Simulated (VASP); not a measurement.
# Cu (Fm-3m) in VASP: further runs

The runs below take Cu through single point, relaxation of cell and atoms, with PBEsol.

All numbers are computed with VASP 6.6.1; they aren't measurements. Logs are shortened: lines on timing, memory, paths and dates and some standing lists are left out, and cuts for length are marked.

**1. The cell of the first run**

The structure is cubic, space group Fm-3m (No. 225). The conventional cell has a = 3.564 Å, b = 3.564 Å, c = 3.564 Å, α = 90.00°, β = 90.00°, γ = 90.00°. Cu (site symmetry m-3m) has 12 Cu at 2.52 Å within 3.3 Å.

**2. Single point, PBEsol**

File INCAR:

```
ALGO = Normal
EDIFF = 1E-6
ENCUT = 520
GGA = PS
ISIF = 2
ISMEAR = 0
LASPH = T
LCHARG = T
LELF = T
LREAL = F
LVHAR = T
LWAVE = F
NBANDS = 12
NELM = 80
PREC = Accurate
SIGMA = 0.1
```

File KPOINTS:

```
k-points
0
Gamma
  26 26 26
```

File POSCAR:

```
Cu
1.0
    0.0000000000      1.7817987617      1.7817987617
    1.7817987617      0.0000000000      1.7817987617
    1.7817987617      1.7817987617      0.0000000000
Cu
1
Direct
    0.0030000000      0.0030000000      0.0030000000
```

Potentials or basis: VASP PAW PBE potentials, release 64 (Cu).

Run with:

```
$ cat potpaw_PBE.64/Cu/POTCAR > POTCAR
$ mpirun -np 1 vasp_std > vasp.out
```

OUTCAR:

```text
EDIFF = 1E-6
   ENCUT = 520
   GGA = PS
   ISIF = 2
   ISMEAR = 0
   LASPH = T
   LREAL = F
   NELM = 80
   PREC = Accurate

 ion  position               nearest neighbor table
   1  0.003  0.003  0.003-

  LATTYP: Found a face centered cubic cell.
 ALAT       =     3.5635975234

  Lattice vectors:

 A1 = (   0.0000000000,   1.7817987617,   1.7817987617)
 A2 = (   1.7817987617,   0.0000000000,   1.7817987617)
 A3 = (   1.7817987617,   1.7817987617,   0.0000000000)

Analysis of symmetry for initial positions (statically):
=====================================================================
 Subroutine PRICEL returns:
 Original cell was already a primitive cell.

 Routine SETGRP: Setting up the symmetry group for a
 face centered cubic supercell.

 Subroutine GETGRP returns: Found 48 space group operations
 (whereof  6 operations were pure point group operations)
 out of a pool of 48 trial point group operations.

The static configuration has the point symmetry C_3v.
 The point group associated with its full space group is O_h .

Analysis of symmetry for dynamics (positions and initial velocities):
=====================================================================
 Subroutine PRICEL returns:
 Original cell was already a primitive cell.

 Routine SETGRP: Setting up the symmetry group for a
 face centered cubic supercell.

 Subroutine GETGRP returns: Found 48 space group operations
 (whereof  6 operations were pure point group operations)
 out of a pool of 48 trial point group operations.

The dynamic configuration has the point symmetry C_3v.
 The point group associated with its full space group is O_h .

 Subroutine INISYM returns: Found 48 space group operations
 (whereof  6 operations are pure point group operations),
 and found     1 'primitive' translations

----------------------------------------------------------------------------------------

                                     Primitive cell

  volume of cell :      11.3137

  direct lattice vectors                    reciprocal lattice vectors
     0.000000000  1.781798762  1.781798762    -0.280615303  0.280615303  0.280615303
     1.781798762  0.000000000  1.781798762     0.280615303 -0.280615303  0.280615303
     1.781798762  1.781798762  0.000000000     0.280615303  0.280615303 -0.280615303

  length of vectors
     2.519843974  2.519843974  2.519843974     0.486039963  0.486039963  0.486039963

  position of ions in fractional coordinates (direct lattice)
     0.003000000  0.003000000  0.003000000

  ion indices of the primitive-cell ions
   primitive index   ion index
                 1           1

----------------------------------------------------------------------------------------

 KPOINTS: k-points

Automatic generation of k-mesh.
 Grid dimensions read from file:
 generate k-points for:   26   26   26

 Generating k-lattice:

  Cartesian coordinates                     Fractional coordinates (reciprocal lattice)
    -0.010792896  0.010792896  0.010792896     0.038461538  0.000000000  0.000000000
     0.010792896 -0.010792896  0.010792896     0.000000000  0.038461538  0.000000000
     0.010792896  0.010792896 -0.010792896     0.000000000  0.000000000  0.038461538

  Length of vectors
     0.018693845  0.018693845  0.018693845

  Shift w.r.t. Gamma in fractional coordinates (k-lattice)
     0.000000000  0.000000000  0.000000000

 Subroutine IBZKPT returns following result:
 ===========================================

 Found    511 irreducible k-points:

 Following reciprocal coordinates:
            Coordinates               Weight
  0.000000  0.000000  0.000000      1.000000
  0.038462  0.000000  0.000000      8.000000
  0.076923  0.000000  0.000000      8.000000
  0.115385  0.000000  0.000000      8.000000
  0.153846  0.000000  0.000000      8.000000
  0.192308  0.000000  0.000000      8.000000
[... 16 lines left out ...]
  0.346154  0.038462  0.000000     24.000000
  0.384615  0.038462  0.000000     24.000000
 [... further k-points ...]
   k-points           NKPTS =    511   k-points in BZ     NKDIM =    511   number of bands    NBANDS=     12
   number of dos      NEDOS =    301   number of ions     NIONS =      1
   total plane-waves  NPLWV =   8000
   dimension x,y,z NGX =    20 NGY =   20 NGZ =   20
   dimension x,y,z NGXF=    40 NGYF=   40 NGZF=   40
   ions per type =               1
   NGX,Y,Z   is equivalent  to a cutoff of  13.19, 13.19, 13.19 a.u.
   NGXF,Y,Z  is equivalent  to a cutoff of  26.39, 26.39, 26.39 a.u.
 SYSTEM =  unknown system
   PREC   = accura    normal or accurate (medium, high low for compatibility)
   ISTART =      0    job   : 0-new  1-cont  2-samecut
   ICHARG =      2    charge: 1-file 2-atom 10-const
   ISPIN  =      1    spin polarized calculation?
   LNONCOLLINEAR =      F non collinear calculations
   LSORBIT =      F    spin-orbit coupling
   LASPH  =      T    aspherical Exc in radial PAW
   ENCUT  =  520.0 eV  38.22 Ry    6.18 a.u.   4.69  4.69  4.69*2*pi/ulx,y,z
   NELM   =     80;   NELMIN=  2; NELMDL= -5     # of ELM steps
   EDIFF  = 0.1E-05   stopping-criterion for ELM
   LREAL  =      F    real-space projection
   EDIFFG = 0.1E-04   stopping-criterion for IOM
   NSW    =      0    number of steps for IOM
   IBRION =     -1    ionic relax: 0-MD 1-quasi-New 2-CG
   NFREE  =      0    steps in history (QN), initial steepest desc. (CG)
   ISIF   =      2    stress and relaxation
   ISYM   =      2    0-nonsym 1-usesym 2-fastsym
   POTIM  = 0.5000    time-step for ionic-motion
   TEBEG  =    0.0;   TEEND  =   0.0 temperature during run
   PSTRESS=    0.0 pullay stress
   NELECT =      11.0000    total number of electrons
   NUPDOWN=      -1.0000    fix difference up-down
   EMIN   =  10.00;   EMAX   =-10.00  energy-range for DOS
   EFERMI =   0.00;   METHOD = LEGACY
   ISMEAR =     0;   SIGMA  =   0.10  broadening in eV -4-tet -1-fermi 0-gaus
   EFERMI_NEDOS =   21; number of points for ismear=-14 and -15
   IALGO  =     38    algorithm
   IMIX   =      4    mixing-type and parameters
     AMIX     =   0.40;   BMIX     =  1.00
     AMIX_MAG =   1.60;   BMIX_MAG =  1.00
  volume/ion in A,a.u.               =      11.31        76.35
  Fermi-wavevector in a.u.,A,eV,Ry     =   1.621824  3.064803 35.787585  2.630313
  Thomas-Fermi vector in A             =   2.715537
   LORBIT       =      0    0 simple, 1 ext, 2 COOP (PROOUT), +10 PAW based schemes
   GGA     = PS    functional components
   LHFCALC =     F    Hartree Fock is set to
   AEXX    =    0.0000 exact exchange contribution
   IVDW    =     0    specifies the selected vdW correction
   LEPSILON=     F    determine dielectric tensor
   LRPA    =     F    only Hartree local field effects (RPA)
 non-spin polarized calculation
 Gauss-broadening in eV      SIGMA  =   0.10
  energy-cutoff  :      520.00
  volume of cell :       11.31
 maximum number of plane-waves:       322
   NGX =  9   NGY =  9   NGZ =  9

 number of electron      11.0000004 magnetization

 Free energy of the ion-electron system (eV)
  ---------------------------------------------------
  ext. energy  EPLUGINS =         0.00000000
  ---------------------------------------------------
  free energy    TOTEN  =        -4.30972547 eV

  energy without entropy =       -4.30834296  energy(sigma->0) =       -4.30903421

 E-fermi :   7.9461     XC(G=0): -13.1605

 val. band max:        7.9413377612   @ k =   0.4231   0.4231   0.0000
 cond. band min:       7.9563564329   @ k =   0.5000   0.3462   0.1538
 fundamental gap:      0.0150186718
 Fermi energy:         7.9460678948

 k-point     1 :       0.0000    0.0000    0.0000
  band No.  band energies     occupation
      1      -1.7790      2.00000
      2       4.7815      2.00000
      3       4.7815      2.00000
      4       4.7815      2.00000
      5       5.6708      2.00000
      6       5.6708      2.00000
      7      30.8692      0.00000
      8      33.8194      0.00000
      9      33.8194      0.00000
     10      33.8194      0.00000
     11      36.3379      0.00000
     12      36.3379      0.00000

 k-point     2 :       0.0385    0.0000    0.0000
  band No.  band energies     occupation
      1      -1.7233      2.00000
      2       4.7688      2.00000
      3       4.7926      2.00000
      4       4.7926      2.00000
      5       5.6661      2.00000
      6       5.6661      2.00000
      7      30.6284      0.00000
      8      32.8795      0.00000
      9      33.6242      0.00000
     10      33.6242      0.00000
     11      36.6101      0.00000
     12      36.6101      0.00000

 k-point     3 :       0.0769    0.0000    0.0000
  band No.  band energies     occupation
      1      -1.5571      2.00000
      2       4.7327      2.00000
      3       4.8241      2.00000
      4       4.8241      2.00000
      5       5.6542      2.00000
      6       5.6542      2.00000
      7      29.5284      0.00000
      8      31.9632      0.00000
      9      33.1962      0.00000
     10      33.1962      0.00000
     11      37.2581      0.00000
     12      37.2581      0.00000
[... 286 lines left out ...]
 k-point    23 :       0.3462    0.0385    0.0000
  band No.  band energies     occupation
      1       1.7152      2.00000
      2       4.7069      2.00000
      3       4.8525      2.00000
      4       4.8908      2.00000
      5       5.9847      2.00000
      6       6.0495      2.00000
      7      16.8458      0.00000
      8      29.6602      0.00000
      9      29.7274      0.00000
     10      31.8940      0.00000
     11      34.6119      0.00000
     12      36.3680      0.00000

 k-point    24 :       0.3846    0.0385    0.0000
  band No.  band energies     occupation
      1       2.1554      2.00000
      2       4.8042      2.00000
      3       4.8476      2.00000
      4       5.0489      2.00000
      5       6.1446      2.00000
      6       6.1515      2.00000
      7      15.2226      0.00000
      8      29.4301      0.00000
      9      29.6818      0.00000
     10      31.3406      0.00000
     11      34.3473      0.00000
     12      35.6580      0.00000

 [... further k-points ...]
[... 5 lines left out ...]
  --------------------------------------------------------------------------------------
  -------------------------------------------------------------------------------------
  Total        0.0497313      0.0497313      0.0497313     -0.0000000     -0.0000000      0.0000000
  in kB        7.0426289      7.0426289      7.0426289     -0.0000000     -0.0000000      0.0000000
  external PRESSURE =       7.0426289 kB  Pullay stress =       0.0000000 kB

 VOLUME and BASIS-vectors are now :
 -----------------------------------------------------------------------------
  energy-cutoff  :      520.00
  volume of cell :       11.31
      direct lattice vectors                 reciprocal lattice vectors
     0.000000000  1.781798762  1.781798762    -0.280615303  0.280615303  0.280615303
     1.781798762  0.000000000  1.781798762     0.280615303 -0.280615303  0.280615303
     1.781798762  1.781798762  0.000000000     0.280615303  0.280615303 -0.280615303

 POSITION                                       TOTAL-FORCE (eV/Angst)
 -----------------------------------------------------------------------------------
      0.01069      0.01069      0.01069        -0.000000      0.000000     -0.000000
 -----------------------------------------------------------------------------------
    total drift:                                0.000015      0.000015      0.000015

  FREE ENERGIE OF THE ION-ELECTRON SYSTEM (eV)
  ---------------------------------------------------
  free  energy   TOTEN  =        -4.3097254696 eV

  energy  without entropy=       -4.3083429593  energy(sigma->0) =       -4.30903421
```

Run time: 35 s. Hardware: 1 thread of Intel Xeon Platinum 8488C (Sapphire Rapids), shared host; peak memory 0.17 GiB.

What came out:

```
Free energy            : -4.3097 eV
Pressure               : 0.7 GPa
Band gap on the k mesh : zero (an odd number of electrons rules out a gap without spin polarisation)
```

Caveat: the PAW data sets were made with another functional, which shifts forces and pressure a little.

**3. Relaxation of cell and atoms, PBEsol**

This run uses another cell than the first one, of 11.81 Å³/atom.

File INCAR:

```
  PREC = Accurate
  ENCUT = 600
  EDIFF = 1E-6
  ISMEAR = 0
  SIGMA = 0.1
  LREAL = False
  LASPH = True
  NELM = 100
  ALGO = Normal
  ISIF = 3
  LWAVE = False
  LCHARG = False
  GGA = PS
  IBRION = 2
  NSW = 80
  EDIFFG = -0.003
```

File KPOINTS:

```
regular mesh
0
Gamma
  26 26 26
```

File POSCAR:

```
Cu
1.0
    0.0000000000      1.8075000000      1.8075000000
    1.8075000000      0.0000000000      1.8075000000
    1.8075000000      1.8075000000      0.0000000000
Cu
1
Direct
    0.0030000000      0.0030000000      0.0030000000
```

Potentials or basis: VASP PAW PBE potentials, release 64 (Cu).

Run with:

```
$ cat potpaw_PBE.64/Cu/POTCAR > POTCAR
$ mpirun -np 1 vasp_std > vasp.out
```

Wall time 78 s (1 thread of Intel Xeon Platinum 8488C (Sapphire Rapids), shared host); peak memory 0.19 GiB.

The run converged. Its results:

```yaml
Free_energy: -4.3101 eV
Relaxed_volume: 11.36 Å³/atom
Relaxed_cell: a = 2.524 Å, b = 2.524 Å, c = 2.524 Å, α = 60.00°, β = 60.00°, γ = 60.00°
Space_group_after_relaxing_to_0.1_Å: Fm-3m (No. 225)
Energy_gained_by_relaxing: 8.3 meV/atom
Ionic_steps: 3
Pressure_after_relaxing: 0.0 GPa
Band_gap_on_the_k_mesh: zero (an odd number of electrons rules out a gap without spin polarisation)
```

The path:
| step | energy change (eV) | largest force (eV/Å) | pressure (GPa) | volume (Å³) |
| --- | --- | --- | --- | --- |
| 1 | 0.0000 | 0.0000 | -5.73 | 11.81 |
| 2 | -0.0051 | 0.0000 | 4.08 | 11.10 |
| 3 | -0.0083 | 0.0000 | 0.03 | 11.36 |

Final structure:
```cif
data_structure
_symmetry_space_group_name_H-M 'P 1'
_symmetry_Int_Tables_number 1
_cell_length_a 2.5236
_cell_length_b 2.5236
_cell_length_c 2.5236
_cell_angle_alpha 60.000
_cell_angle_beta 60.000
_cell_angle_gamma 60.000
_cell_volume 11.36
loop_
_atom_site_label
_atom_site_type_symbol
_atom_site_fract_x
_atom_site_fract_y
_atom_site_fract_z
_atom_site_occupancy
Cu1 Cu 0.00300 0.00300 0.00300 1
```

Levels at points of the mesh, in eV from the Fermi level:
```
           k point  band 4  band 5  band 6  band 7  band 8  band 9
(0.00, 0.00, 0.00)   -3.15   -2.27   -2.27   22.89   25.80   25.80
(0.50, 0.00, 0.00)   -1.67   -1.67   -1.16    3.93   21.36   22.62
(0.50, 0.50, 0.00)   -1.52   -1.52    1.42    7.37   13.33   13.33
```

Caveat: the PAW data sets were made with another functional, which shifts forces and pressure a little.
